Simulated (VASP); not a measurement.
Ag4O3:

```
Ag O
1.0
     4.87367    0.00000    0.00000
     0.00000    4.87367    0.00000
     0.00000    0.00000    4.87367
Ag O
4 3
Direct
  0.72069 0.72069 0.72069
  0.27931 0.27931 0.72069
  0.27931 0.72069 0.27931
  0.72069 0.27931 0.27931
  0.00000 0.00000 0.50000
  0.50000 0.00000 0.00000
  0.00000 0.50000 0.00000
```

The cell was generated, and may not be a known phase.

```yaml
Program: VASP 6.6.1
Task: relaxation of cell and atoms
Functional: PBE
Potentials_or_basis: VASP PAW PBE potentials, release 64 (Ag, O)
Cutoff: 600 eV
k_mesh: 8 × 8 × 8
Occupations: gaussian, width 0.1 eV
Spin: no spin polarisation
```

At the start: pressure -2.9 GPa; volume 16.54 Å³/atom.

Question: How do energy, volume and symmetry change on relaxing?

Answer: Over 9 steps the energy falls by 12.8 meV/atom and the volume is 15.57 Å³/atom (-5.9 %); space group P-43m (No. 215, to 0.1 Å) before and after.

The path:
```csv
step,energy change (eV),largest force (eV/Å),pressure (GPa),volume (Å³)
1,0.0000,0.0964,-2.95,115.76
2,-0.0449,0.3435,0.52,110.74
3,-0.0453,0.3229,0.18,111.14
4,-0.0638,0.2703,0.20,110.42
5,-0.0888,0.0016,0.52,108.28
6,-0.0891,0.0453,0.47,108.55
7,-0.0891,0.0318,0.51,108.48
8,-0.0886,0.0360,-0.56,109.66
9,-0.0899,0.0031,0.00,108.99
```

Final structure:
```yaml
crystal:
  lattice:
    - [4.77668, 0.00000, 0.00000]
    - [0.00000, 4.77668, 0.00000]
    - [0.00000, 0.00000, 4.77668]
  atoms:
    - { symbol: Ag, position: [0.71279, 0.71279, 0.71279] }
    - { symbol: Ag, position: [0.28721, 0.28721, 0.71279] }
    - { symbol: Ag, position: [0.28721, 0.71279, 0.28721] }
    - { symbol: Ag, position: [0.71279, 0.28721, 0.28721] }
    - { symbol: O, position: [0.00000, 0.00000, 0.50000] }
    - { symbol: O, position: [0.50000, 0.00000, 0.00000] }
    - { symbol: O, position: [0.00000, 0.50000, 0.00000] }
```
